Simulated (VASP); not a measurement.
# Cu (I4/mmm) in VASP: single point with PBE

Aim: the single point of Cu with PBE.

All numbers are computed with VASP 6.6.1; they aren't measurements. Logs are shortened: lines on timing, memory, paths and dates and some standing lists are left out, and cuts for length are marked.

### Step 1. The cell of the first run

It takes space group I4/mmm (No. 139, tetragonal). The conventional cell has a = 2.903 Å, b = 2.903 Å, c = 2.850 Å, α = 90.00°, β = 90.00°, γ = 90.00°. Cu (site symmetry 4/mmm) has 14 Cu at 2.50 to 2.90 Å within 3.3 Å.

### Step 2. Single point, PBE

INCAR

```
SYSTEM = Cu
PREC = Accurate ; ENCUT = 520
EDIFF = 1E-7 ; ISMEAR = 0
SIGMA = 0.15 ; LREAL = .FALSE.
LASPH = .TRUE. ; NELM = 60
ALGO = Fast ; ISIF = 2
LWAVE = .FALSE. ; LCHARG = .FALSE.
GGA = PE ; NBANDS = 12
```

KPOINTS

```
regular mesh
0
G
  32 32 32
  0 0 0
```

POSCAR

```
Cu
1.0
   -1.4517272058      1.4517272058      1.4251669725
    1.4517272058     -1.4517272058      1.4251669725
    1.4517272058      1.4517272058     -1.4251669725
Cu
1
Direct
    0.0000000000      0.0000000000      0.0000000000
```

Potentials or basis: VASP PAW PBE potentials, release 64 (Cu).

The run is started by

```sh
$ cat potpaw_PBE.64/Cu/POTCAR > POTCAR
$ mpirun -np 1 vasp_std > vasp.out
```

OUTCAR:

```text
SYSTEM = Cu
   PREC = Accurate
   ENCUT = 520
   EDIFF = 1E-7
   ISMEAR = 0
   LREAL = .FALSE.
   LASPH = .TRUE.
   NELM = 60
   ISIF = 2
   GGA = PE

 ion  position               nearest neighbor table
   1  0.000  0.000  0.000-

  LATTYP: Found a body centered tetragonal cell.
 ALAT       =     2.9034544116
 C/A-ratio  =     0.9817043910

  Lattice vectors:

 A1 = (  -1.4517272058,   1.4517272058,   1.4251669725)
 A2 = (   1.4517272058,  -1.4517272058,   1.4251669725)
 A3 = (   1.4517272058,   1.4517272058,  -1.4251669725)

Analysis of symmetry for initial positions (statically):
=====================================================================
 Subroutine PRICEL returns:
 Original cell was already a primitive cell.

 Routine SETGRP: Setting up the symmetry group for a
 body centered tetragonal supercell.

 Subroutine GETGRP returns: Found 16 space group operations
 (whereof 16 operations were pure point group operations)
 out of a pool of 16 trial point group operations.

The static configuration has the point symmetry D_4h.

Analysis of symmetry for dynamics (positions and initial velocities):
=====================================================================
 Subroutine PRICEL returns:
 Original cell was already a primitive cell.

 Routine SETGRP: Setting up the symmetry group for a
 body centered tetragonal supercell.

 Subroutine GETGRP returns: Found 16 space group operations
 (whereof 16 operations were pure point group operations)
 out of a pool of 16 trial point group operations.

The dynamic configuration has the point symmetry D_4h.

 Subroutine INISYM returns: Found 16 space group operations
 (whereof 16 operations are pure point group operations),
 and found     1 'primitive' translations

----------------------------------------------------------------------------------------

                                     Primitive cell

  volume of cell :      12.0142

  direct lattice vectors                    reciprocal lattice vectors
    -1.451727206  1.451727206  1.425166973     0.000000000  0.344417324  0.350836084
     1.451727206 -1.451727206  1.425166973     0.344417324  0.000000000  0.350836084
     1.451727206  1.451727206 -1.425166973     0.344417324  0.344417324  0.000000000

  length of vectors
     2.499224812  2.499224812  2.499224812     0.491639351  0.491639351  0.487079651

  position of ions in fractional coordinates (direct lattice)
     0.000000000  0.000000000  0.000000000

  ion indices of the primitive-cell ions
   primitive index   ion index
                 1           1

----------------------------------------------------------------------------------------

 KPOINTS: regular mesh

Automatic generation of k-mesh.
 Grid dimensions read from file:
 generate k-points for:   32   32   32

 Generating k-lattice:

  Cartesian coordinates                     Fractional coordinates (reciprocal lattice)
     0.000000000  0.010763041  0.010963628     0.031250000  0.000000000  0.000000000
     0.010763041  0.000000000  0.010963628     0.000000000  0.031250000  0.000000000
     0.010763041  0.010763041  0.000000000     0.000000000  0.000000000  0.031250000

  Length of vectors
     0.015363730  0.015363730  0.015221239

  Shift w.r.t. Gamma in fractional coordinates (k-lattice)
     0.000000000  0.000000000  0.000000000

 Subroutine IBZKPT returns following result:
 ===========================================

 Found   2393 irreducible k-points:

 Following reciprocal coordinates:
            Coordinates               Weight
  0.000000  0.000000  0.000000      1.000000
  0.031250  0.000000  0.000000      8.000000
  0.062500  0.000000  0.000000      8.000000
  0.093750 -0.000000  0.000000      8.000000
  0.125000  0.000000  0.000000      8.000000
  0.156250  0.000000  0.000000      8.000000
[... 16 lines left out ...]
  0.187500  0.031250  0.000000     16.000000
  0.218750  0.031250  0.000000     16.000000
 [... further k-points ...]
   k-points           NKPTS =   2393   k-points in BZ     NKDIM =   2393   number of bands    NBANDS=     12
   number of dos      NEDOS =    301   number of ions     NIONS =      1
   total plane-waves  NPLWV =   8000
   dimension x,y,z NGX =    20 NGY =   20 NGZ =   20
   dimension x,y,z NGXF=    40 NGYF=   40 NGZF=   40
   ions per type =               1
   NGX,Y,Z   is equivalent  to a cutoff of  13.30, 13.30, 13.30 a.u.
   NGXF,Y,Z  is equivalent  to a cutoff of  26.61, 26.61, 26.61 a.u.
 SYSTEM =  Cu
   PREC   = accura    normal or accurate (medium, high low for compatibility)
   ISTART =      0    job   : 0-new  1-cont  2-samecut
   ICHARG =      2    charge: 1-file 2-atom 10-const
   ISPIN  =      1    spin polarized calculation?
   LNONCOLLINEAR =      F non collinear calculations
   LSORBIT =      F    spin-orbit coupling
   LASPH  =      T    aspherical Exc in radial PAW
   ENCUT  =  520.0 eV  38.22 Ry    6.18 a.u.   4.65  4.65  4.65*2*pi/ulx,y,z
   NELM   =     60;   NELMIN=  2; NELMDL= -5     # of ELM steps
   EDIFF  = 0.1E-06   stopping-criterion for ELM
   LREAL  =      F    real-space projection
   EDIFFG = 0.1E-05   stopping-criterion for IOM
   NSW    =      0    number of steps for IOM
   IBRION =     -1    ionic relax: 0-MD 1-quasi-New 2-CG
   NFREE  =      0    steps in history (QN), initial steepest desc. (CG)
   ISIF   =      2    stress and relaxation
   ISYM   =      2    0-nonsym 1-usesym 2-fastsym
   POTIM  = 0.5000    time-step for ionic-motion
   TEBEG  =    0.0;   TEEND  =   0.0 temperature during run
   PSTRESS=    0.0 pullay stress
   NELECT =      11.0000    total number of electrons
   NUPDOWN=      -1.0000    fix difference up-down
   EMIN   =  10.00;   EMAX   =-10.00  energy-range for DOS
   EFERMI =   0.00;   METHOD = LEGACY
   ISMEAR =     0;   SIGMA  =   0.15  broadening in eV -4-tet -1-fermi 0-gaus
   EFERMI_NEDOS =   21; number of points for ismear=-14 and -15
   IALGO  =     68    algorithm
   IMIX   =      4    mixing-type and parameters
     AMIX     =   0.40;   BMIX     =  1.00
     AMIX_MAG =   1.60;   BMIX_MAG =  1.00
  volume/ion in A,a.u.               =      12.01        81.08
  Fermi-wavevector in a.u.,A,eV,Ry     =   1.589671  3.004042 34.382637  2.527053
  Thomas-Fermi vector in A             =   2.688484
   LORBIT       =      0    0 simple, 1 ext, 2 COOP (PROOUT), +10 PAW based schemes
   GGA     = PE    functional components
   LHFCALC =     F    Hartree Fock is set to
   AEXX    =    0.0000 exact exchange contribution
   IVDW    =     0    specifies the selected vdW correction
   LEPSILON=     F    determine dielectric tensor
   LRPA    =     F    only Hartree local field effects (RPA)
 non-spin polarized calculation
 RMM-DIIS sequential band-by-band and
 Gauss-broadening in eV      SIGMA  =   0.15
  energy-cutoff  :      520.00
  volume of cell :       12.01
 maximum number of plane-waves:       338
   NGX =  9   NGY =  9   NGZ =  9

 number of electron      11.0000002 magnetization

 Free energy of the ion-electron system (eV)
  ---------------------------------------------------
  ext. energy  EPLUGINS =         0.00000000
  ---------------------------------------------------
  free energy    TOTEN  =        -3.69412812 eV

  energy without entropy =       -3.69003695  energy(sigma->0) =       -3.69208253

 E-fermi :   7.3762     XC(G=0): -12.6282

 val. band max:        7.3743390800   @ k =   0.1875   0.1875   0.1250
 cond. band min:       7.3774625429   @ k =  -0.2812   0.4062   0.1875
 fundamental gap:      0.0031234630
 Fermi energy:         7.3761995161

 k-point     1 :       0.0000    0.0000    0.0000
  band No.  band energies     occupation
      1      -1.8404      2.00000
      2       4.2804      2.00000
      3       4.3495      2.00000
      4       4.3495      2.00000
      5       5.2734      2.00000
      6       5.3461      2.00000
      7      32.1136      0.00000
      8      32.1136      0.00000
      9      32.5469      0.00000
     10      35.3053      0.00000
     11      35.3089      0.00000
     12      35.8885      0.00000

 k-point     2 :       0.0312    0.0000    0.0000
  band No.  band energies     occupation
      1      -1.8029      2.00000
      2       4.2827      2.00000
      3       4.3492      2.00000
      4       4.3543      2.00000
      5       5.2725      2.00000
      6       5.3409      2.00000
      7      31.8000      0.00000
      8      32.0027      0.00000
      9      32.2930      0.00000
     10      34.6715      0.00000
     11      34.6900      0.00000
     12      34.9840      0.00000

 k-point     3 :       0.0625    0.0000    0.0000
  band No.  band energies     occupation
      1      -1.6907      2.00000
      2       4.2756      2.00000
      3       4.3476      2.00000
      4       4.3829      2.00000
      5       5.2681      2.00000
      6       5.3282      2.00000
      7      30.7093      0.00000
      8      31.7126      0.00000
      9      31.8041      0.00000
     10      33.6563      0.00000
     11      34.0125      0.00000
     12      34.4820      0.00000

 k-point     4 :       0.0938   -0.0000    0.0000
  band No.  band energies     occupation
      1      -1.5050      2.00000
      2       4.2480      2.00000
      3       4.3433      2.00000
      4       4.4458      2.00000
      5       5.2552      2.00000
      6       5.3164      2.00000
      7      29.1926      0.00000
      8      31.1257      0.00000
      9      31.3222      0.00000
     10      32.6227      0.00000
     11      33.4785      0.00000
     12      34.3818      0.00000

 k-point     5 :       0.1250    0.0000    0.0000
  band No.  band energies     occupation
      1      -1.2479      2.00000
      2       4.2051      2.00000
      3       4.3344      2.00000
      4       4.5379      2.00000
      5       5.2321      2.00000
      6       5.3128      2.00000
      7      27.5384      0.00000
      8      30.3373      0.00000
      9      30.8819      0.00000
     10      31.6322      0.00000
     11      33.0253      0.00000
     12      34.5499      0.00000
[... 228 lines left out ...]
      1      -1.0638      2.00000
      2       4.1820      2.00000
      3       4.3136      2.00000
      4       4.6065      2.00000
      5       5.2253      2.00000
      6       5.3078      2.00000
      7      26.6925      0.00000
      8      29.3328      0.00000
      9      30.6416      0.00000
     10      31.3182      0.00000
     11      33.1947      0.00000
     12      34.4666      0.00000

 k-point    22 :       0.1562    0.0313   -0.0000
  band No.  band energies     occupation
      1      -0.7067      2.00000
      2       4.1233      2.00000
      3       4.2958      2.00000
      4       4.7340      2.00000
      5       5.1975      2.00000
      6       5.3188      2.00000
      7      25.0084      0.00000
      8      28.5999      0.00000
      9      29.7420      0.00000
     10      30.8704      0.00000
     11      32.8063      0.00000
     12      34.8393      0.00000

 k-point    23 :       0.1875    0.0312    0.0000
  band No.  band energies     occupation
      1      -0.2911      2.00000
      2       4.0582      2.00000
      3       4.2755      2.00000
      4       4.8798      2.00000
      5       5.1795      2.00000
      6       5.3319      2.00000
      7      23.3406      0.00000
      8      27.8898      0.00000
      9      28.8846      0.00000
     10      30.4545      0.00000
     11      32.4757      0.00000
     12      35.3163      0.00000

 k-point    24 :       0.2188    0.0312    0.0000
  band No.  band energies     occupation
      1       0.1724      2.00000
      2       3.9896      2.00000
      3       4.2618      2.00000
      4       5.0392      2.00000
      5       5.1741      2.00000
      6       5.3468      2.00000
      7      21.7060      0.00000
      8      27.2180      0.00000
      9      28.0785      0.00000
     10      30.0821      0.00000
     11      32.2022      0.00000
     12      35.8774      0.00000

 [... further k-points ...]

------------------------ aborting loop because EDIFF is reached ----------------------------------------

  FORCE on cell =-STRESS in cart. coord.  units (eV):
  Direction    XX          YY          ZZ          XY          YZ          ZX
  --------------------------------------------------------------------------------------
  -------------------------------------------------------------------------------------
  Total        0.0540831      0.0540831      0.0440193      0.0000000      0.0000000      0.0000000
  in kB        7.2123483      7.2123483      5.8702670      0.0000000      0.0000000      0.0000000
  external PRESSURE =       6.7649879 kB  Pullay stress =       0.0000000 kB

 VOLUME and BASIS-vectors are now :
 -----------------------------------------------------------------------------
  energy-cutoff  :      520.00
  volume of cell :       12.01
      direct lattice vectors                 reciprocal lattice vectors
    -1.451727206  1.451727206  1.425166973     0.000000000  0.344417324  0.350836084
     1.451727206 -1.451727206  1.425166973     0.344417324  0.000000000  0.350836084
     1.451727206  1.451727206 -1.425166973     0.344417324  0.344417324  0.000000000

 POSITION                                       TOTAL-FORCE (eV/Angst)
 -----------------------------------------------------------------------------------
      0.00000      0.00000      0.00000         0.000000      0.000000      0.000000
 -----------------------------------------------------------------------------------
    total drift:                                0.000000     -0.000000      0.000000

  FREE ENERGIE OF THE ION-ELECTRON SYSTEM (eV)
  ---------------------------------------------------
  free  energy   TOTEN  =        -3.6941281174 eV

  energy  without entropy=       -3.6900369468  energy(sigma->0) =       -3.69208253
```

Wall time 2.8 min (1 thread of Intel Xeon 6975P-C (Granite Rapids), shared host); peak memory 0.42 GiB.

Results:

| Property | Result |
| --- | --- |
| Free energy | -3.6941 eV |
| Pressure | 0.7 GPa |
| Band gap on the k mesh | zero (an odd number of electrons rules out a gap without spin polarisation) |
